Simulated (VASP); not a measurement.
# PbI2 (P-3m1) in VASP: single point with PBE

Aim: the single point of PbI2 with PBE.

Program: VASP 6.6.1. These are calculated values, not measurements. Logs are shortened: lines on timing, memory, paths and dates and some standing lists are left out, and cuts for length are marked.

## Step 1: The cell of the first run

The structure is trigonal, space group P-3m1 (No. 164). The conventional cell has a = 4.564 Å, b = 4.564 Å, c = 7.329 Å, α = 90.00°, β = 90.00°, γ = 120.00°. Pb (site symmetry -3m) has 6 I at 3.25 Å within 4.3 Å. Within 4.7 Å of I (site symmetry 3m) lie 3 Pb at 3.25 Å and 12 I at 4.41 to 4.62 Å.

## Step 2: Single point, PBE (uniaxial z strain +4.0%)

INCAR

```
ALGO = Normal ; EDIFF = 1E-6
ENCUT = 500 ; GGA = PE
GGA_COMPAT = F ; ISIF = 2
ISMEAR = -1 ; LASPH = T
LCHARG = F ; LREAL = F
LWAVE = F ; NBANDS = 21
NELM = 120 ; PREC = Accurate
SIGMA = 0.02
```

KPOINTS

```
k-points
0
Gamma
  6 6 4
```

POSCAR

```
PbI2
1.0
    4.5640817087      0.0000000000      0.0000000000
   -2.2820408544      3.9526107047      0.0000000000
    0.0000000000      0.0000000000      7.3294126289
Pb I
1 2
Direct
    0.0000000000      0.0000000000      0.0000000000
    0.3333333333      0.6666666667      0.2586307171
    0.6666666667      0.3333333333      0.7413692829
```

Potentials or basis: VASP PAW PBE potentials, release 64 (Pb_d, I).

On the command line:

```bash
$ cat potpaw_PBE.64/Pb_d/POTCAR potpaw_PBE.64/I/POTCAR > POTCAR
$ mpirun -np 1 vasp_std > vasp.out
```

OUTCAR:

```text
EDIFF = 1E-6
   ENCUT = 500
   GGA = PE
   ISIF = 2
   ISMEAR = -1
   LASPH = T
   LREAL = F
   NELM = 120
   PREC = Accurate

 ion  position               nearest neighbor table
   1  0.000  0.000  0.000-   2 3.25   3 3.25   3 3.25   2 3.25   3 3.25   2 3.25
   2  0.333  0.667  0.259-   1 3.25   1 3.25   1 3.25
   3  0.667  0.333  0.741-   1 3.25   1 3.25   1 3.25

  LATTYP: Found a hexagonal cell.
 ALAT       =     4.5640817087
 C/A-ratio  =     1.6058898803

  Lattice vectors:

 A1 = (   4.5640817087,   0.0000000000,   0.0000000000)
 A2 = (  -2.2820408544,   3.9526107047,   0.0000000000)
 A3 = (   0.0000000000,   0.0000000000,   7.3294126289)

Analysis of symmetry for initial positions (statically):
=====================================================================
 Subroutine PRICEL returns:
 Original cell was already a primitive cell.

 Routine SETGRP: Setting up the symmetry group for a
 hexagonal supercell.

 Subroutine GETGRP returns: Found 12 space group operations
 (whereof 12 operations were pure point group operations)
 out of a pool of 24 trial point group operations.

The static configuration has the point symmetry D_3d.

Analysis of symmetry for dynamics (positions and initial velocities):
=====================================================================
 Subroutine PRICEL returns:
 Original cell was already a primitive cell.

 Routine SETGRP: Setting up the symmetry group for a
 hexagonal supercell.

 Subroutine GETGRP returns: Found 12 space group operations
 (whereof 12 operations were pure point group operations)
 out of a pool of 24 trial point group operations.

The dynamic configuration has the point symmetry D_3d.

 Subroutine INISYM returns: Found 12 space group operations
 (whereof 12 operations are pure point group operations),
 and found     1 'primitive' translations

----------------------------------------------------------------------------------------

                                     Primitive cell

  volume of cell :     132.2229

  direct lattice vectors                    reciprocal lattice vectors
     4.564081709  0.000000000  0.000000000     0.219102125  0.126498671  0.000000000
    -2.282040854  3.952610705  0.000000000     0.000000000  0.252997341  0.000000000
     0.000000000  0.000000000  7.329412629     0.000000000  0.000000000  0.136436581

  length of vectors
     4.564081709  4.564081709  7.329412629     0.252997341  0.252997341  0.136436581

  position of ions in fractional coordinates (direct lattice)
     0.000000000  0.000000000  0.000000000
     0.333333333  0.666666667  0.258630717
     0.666666667  0.333333333  0.741369283

  ion indices of the primitive-cell ions
   primitive index   ion index
                 1           1
                 2           2
                 3           3

----------------------------------------------------------------------------------------

 KPOINTS: k-points

Automatic generation of k-mesh.
 Grid dimensions read from file:
 generate k-points for:    6    6    4

 Generating k-lattice:

  Cartesian coordinates                     Fractional coordinates (reciprocal lattice)
     0.036517021  0.021083112  0.000000000     0.166666667  0.000000000  0.000000000
     0.000000000  0.042166224  0.000000000     0.000000000  0.166666667  0.000000000
     0.000000000  0.000000000  0.034109145     0.000000000  0.000000000  0.250000000

  Length of vectors
     0.042166224  0.042166224  0.034109145

  Shift w.r.t. Gamma in fractional coordinates (k-lattice)
     0.000000000  0.000000000  0.000000000

 Subroutine IBZKPT returns following result:
 ===========================================

 Found     24 irreducible k-points:

 Following reciprocal coordinates:
            Coordinates               Weight
  0.000000  0.000000  0.000000      1.000000
  0.166667  0.000000  0.000000      6.000000
  0.333333 -0.000000  0.000000      6.000000
  0.500000  0.000000  0.000000      3.000000
  0.166667  0.166667  0.000000      6.000000
  0.333333  0.166667  0.000000     12.000000
[... 16 lines left out ...]
  0.333333  0.166667  0.500000     12.000000
  0.333333  0.333333  0.500000      2.000000
   k-points           NKPTS =     24   k-points in BZ     NKDIM =     24   number of bands    NBANDS=     21
   number of dos      NEDOS =    301   number of ions     NIONS =      3
   total plane-waves  NPLWV =  69984
   dimension x,y,z NGX =    36 NGY =   36 NGZ =   54
   dimension x,y,z NGXF=    72 NGYF=   72 NGZF=  108
   ions per type =               1   2
   NGX,Y,Z   is equivalent  to a cutoff of  13.11, 13.11, 12.25 a.u.
   NGXF,Y,Z  is equivalent  to a cutoff of  26.23, 26.23, 24.50 a.u.
 SYSTEM =  unknown system
   PREC   = accura    normal or accurate (medium, high low for compatibility)
   ISTART =      0    job   : 0-new  1-cont  2-samecut
   ICHARG =      2    charge: 1-file 2-atom 10-const
   ISPIN  =      1    spin polarized calculation?
   LNONCOLLINEAR =      F non collinear calculations
   LSORBIT =      F    spin-orbit coupling
   LASPH  =      T    aspherical Exc in radial PAW
   ENCUT  =  500.0 eV  36.75 Ry    6.06 a.u.   8.32  8.32 13.36*2*pi/ulx,y,z
   NELM   =    120;   NELMIN=  2; NELMDL= -5     # of ELM steps
   EDIFF  = 0.1E-05   stopping-criterion for ELM
   LREAL  =      F    real-space projection
[... 7 lines left out ...]
   TEBEG  =    0.0;   TEEND  =   0.0 temperature during run
   PSTRESS=    0.0 pullay stress
   NELECT =      28.0000    total number of electrons
   NUPDOWN=      -1.0000    fix difference up-down
   EMIN   =  10.00;   EMAX   =-10.00  energy-range for DOS
   EFERMI =   0.00;   METHOD = LEGACY
   ISMEAR =    -1;   SIGMA  =   0.02  broadening in eV -4-tet -1-fermi 0-gaus
   EFERMI_NEDOS =   21; number of points for ismear=-14 and -15
   IALGO  =     38    algorithm
   IMIX   =      4    mixing-type and parameters
     AMIX     =   0.40;   BMIX     =  1.00
     AMIX_MAG =   1.60;   BMIX_MAG =  1.00
  volume/ion in A,a.u.               =      44.07       297.43
  Fermi-wavevector in a.u.,A,eV,Ry     =   0.975795  1.843985 12.955142  0.952176
  Thomas-Fermi vector in A             =   2.106363
   LORBIT       =      0    0 simple, 1 ext, 2 COOP (PROOUT), +10 PAW based schemes
   GGA     = PE    functional components
   LHFCALC =     F    Hartree Fock is set to
   AEXX    =    0.0000 exact exchange contribution
   IVDW    =     0    specifies the selected vdW correction
   LEPSILON=     F    determine dielectric tensor
   LRPA    =     F    only Hartree local field effects (RPA)
 non-spin polarized calculation
  energy-cutoff  :      500.00
  volume of cell :      132.22
 maximum number of plane-waves:      3381
 NGX is ok and might be reduce to    36
   NGX = 17   NGY = 17   NGZ = 27

 number of electron      28.0000003 magnetization

 Free energy of the ion-electron system (eV)
  ---------------------------------------------------
  ext. energy  EPLUGINS =         0.00000000
  ---------------------------------------------------
  free energy    TOTEN  =        -8.59457153 eV

  energy without entropy =       -8.59457153  energy(sigma->0) =       -8.59457153

 E-fermi :   2.5034     XC(G=0):  -7.8791

 val. band max:        2.1105085121   @ k =   0.0000   0.0000   0.5000
 cond. band min:       4.4706643320   @ k =   0.0000   0.0000   0.5000
 fundamental gap:      2.3601558199
 Fermi energy:         2.5033984545

 k-point     1 :       0.0000    0.0000    0.0000
  band No.  band energies     occupation
      1     -13.9457      2.00000
      2     -13.9457      2.00000
      3     -13.9312      2.00000
      4     -13.9257      2.00000
      5     -13.9257      2.00000
      6      -9.8692      2.00000
[... 13 lines left out ...]
     20      10.0778      0.00000
     21      10.0791      0.00000

 k-point     2 :       0.1667    0.0000    0.0000
  band No.  band energies     occupation
      1     -13.9537      2.00000
      2     -13.9420      2.00000
      3     -13.9295      2.00000
      4     -13.9271      2.00000
      5     -13.9249      2.00000
      6      -9.7522      2.00000
[... 13 lines left out ...]
     20       9.4317      0.00000
     21      10.2622      0.00000

 k-point     3 :       0.3333   -0.0000    0.0000
  band No.  band energies     occupation
      1     -13.9716      2.00000
      2     -13.9379      2.00000
      3     -13.9331      2.00000
      4     -13.9205      2.00000
      5     -13.9201      2.00000
      6      -9.4690      2.00000
[... 13 lines left out ...]
     20      10.1821      0.00000
     21      11.0889      0.00000

 k-point     4 :       0.5000    0.0000    0.0000
  band No.  band energies     occupation
      1     -13.9809      2.00000
      2     -13.9374      2.00000
      3     -13.9348      2.00000
      4     -13.9170      2.00000
      5     -13.9161      2.00000
      6      -9.2659      2.00000
[... 13 lines left out ...]
     20      10.9275      0.00000
     21      11.6512      0.00000

 k-point     5 :       0.1667    0.1667    0.0000
  band No.  band energies     occupation
      1     -13.9637      2.00000
      2     -13.9419      2.00000
      3     -13.9298      2.00000
      4     -13.9264      2.00000
      5     -13.9200      2.00000
      6      -9.5499      2.00000
[... 13 lines left out ...]
     20      10.0072      0.00000
     21      10.7800      0.00000

 k-point     6 :       0.3333    0.1667    0.0000
  band No.  band energies     occupation
      1     -13.9730      2.00000
      2     -13.9444      2.00000
      3     -13.9311      2.00000
      4     -13.9211      2.00000
      5     -13.9167      2.00000
      6      -9.2816      2.00000
[... 13 lines left out ...]
     20      10.2371      0.00000
     21      11.4041      0.00000

 k-point     7 :       0.3333    0.3333    0.0000
  band No.  band energies     occupation
      1     -13.9604      2.00000
      2     -13.9604      2.00000
      3     -13.9243      2.00000
      4     -13.9243      2.00000
      5     -13.9186      2.00000
      6      -9.1230      2.00000
[... 13 lines left out ...]
     20       9.4347      0.00000
     21      11.0990      0.00000
[... 291 lines left out ...]
      1     -13.9718      2.00000
      2     -13.9379      2.00000
      3     -13.9331      2.00000
      4     -13.9205      2.00000
      5     -13.9201      2.00000
      6      -9.3935      2.00000
[... 13 lines left out ...]
     20      10.0022      0.00000
     21      10.2709      0.00000

 k-point    21 :       0.5000    0.0000    0.5000
  band No.  band energies     occupation
      1     -13.9811      2.00000
      2     -13.9374      2.00000
      3     -13.9348      2.00000
      4     -13.9169      2.00000
      5     -13.9161      2.00000
      6      -9.2203      2.00000
[... 13 lines left out ...]
     20      10.1385      0.00000
     21      10.9538      0.00000

 k-point    22 :       0.1667    0.1667    0.5000
  band No.  band energies     occupation
      1     -13.9639      2.00000
      2     -13.9419      2.00000
      3     -13.9298      2.00000
      4     -13.9263      2.00000
      5     -13.9199      2.00000
      6      -9.4657      2.00000
[... 13 lines left out ...]
     20       9.6607      0.00000
     21       9.9991      0.00000

 k-point    23 :       0.3333    0.1667    0.5000
  band No.  band energies     occupation
      1     -13.9731      2.00000
      2     -13.9444      2.00000
      3     -13.9311      2.00000
      4     -13.9211      2.00000
      5     -13.9167      2.00000
      6      -9.2341      2.00000
[... 13 lines left out ...]
     20      10.2930      0.00000
     21      10.3730      0.00000

 k-point    24 :       0.3333    0.3333    0.5000
  band No.  band energies     occupation
      1     -13.9605      2.00000
      2     -13.9605      2.00000
      3     -13.9243      2.00000
      4     -13.9243      2.00000
      5     -13.9186      2.00000
      6      -9.1211      2.00000
[... 13 lines left out ...]
     20       9.9107      0.00000
     21      10.2374      0.00000

------------------------ aborting loop because EDIFF is reached ----------------------------------------

  FORCE on cell =-STRESS in cart. coord.  units (eV):
  Direction    XX          YY          ZZ          XY          YZ          ZX
  --------------------------------------------------------------------------------------
  -------------------------------------------------------------------------------------
  Total        0.7837045      0.7837045      0.5257488     -0.0000000      0.0000000      0.0000000
  in kB        9.4963413      9.4963413      6.3706275     -0.0000000      0.0000000      0.0000000
  external PRESSURE =       8.4544367 kB  Pullay stress =       0.0000000 kB

 VOLUME and BASIS-vectors are now :
 -----------------------------------------------------------------------------
  energy-cutoff  :      500.00
  volume of cell :      132.22
      direct lattice vectors                 reciprocal lattice vectors
     4.564081709  0.000000000  0.000000000     0.219102125  0.126498671  0.000000000
    -2.282040854  3.952610705  0.000000000     0.000000000  0.252997341  0.000000000
     0.000000000  0.000000000  7.329412629     0.000000000  0.000000000  0.136436581

 POSITION                                       TOTAL-FORCE (eV/Angst)
 -----------------------------------------------------------------------------------
      0.00000      0.00000      0.00000        -0.000000      0.000000      0.000000
     -0.00000      2.63507      1.89561         0.000000      0.000000      0.041109
      2.28204      1.31754      5.43380        -0.000000      0.000000     -0.041109
 -----------------------------------------------------------------------------------
    total drift:                                0.000000      0.000000     -0.000000

  FREE ENERGIE OF THE ION-ELECTRON SYSTEM (eV)
  ---------------------------------------------------
  free  energy   TOTEN  =        -8.5945715303 eV

  energy  without entropy=       -8.5945715302  energy(sigma->0) =       -8.59457153
```

Wall time 47 s (1 thread of Intel Xeon Platinum 8488C (Sapphire Rapids), shared host); peak memory 0.26 GiB.

What came out:

```yaml
Free_energy: -8.5946 eV
Pressure: 0.8 GPa
Largest_force: 0.041 eV/Å
Band_gap_on_the_k_mesh: 2.36 eV
```

Forces on the atoms (eV/Å):
```
Pb   0.000  0.000  0.000
I    0.000  0.000  0.041
I    0.000  0.000 -0.041
```

Stress tensor (GPa, compression positive):
```
0.95 0.00 0.00
0.00 0.95 0.00
0.00 0.00 0.64
```

Caveat: the cell differs from its parent crystal (uniaxial z strain +4.0%); spin-orbit coupling is left out, which moves the levels of the heavy elements; this functional lacks dispersion, which binds the layers, so the pressure and a relaxed spacing across them are unreliable. A k mesh can miss the band edges.
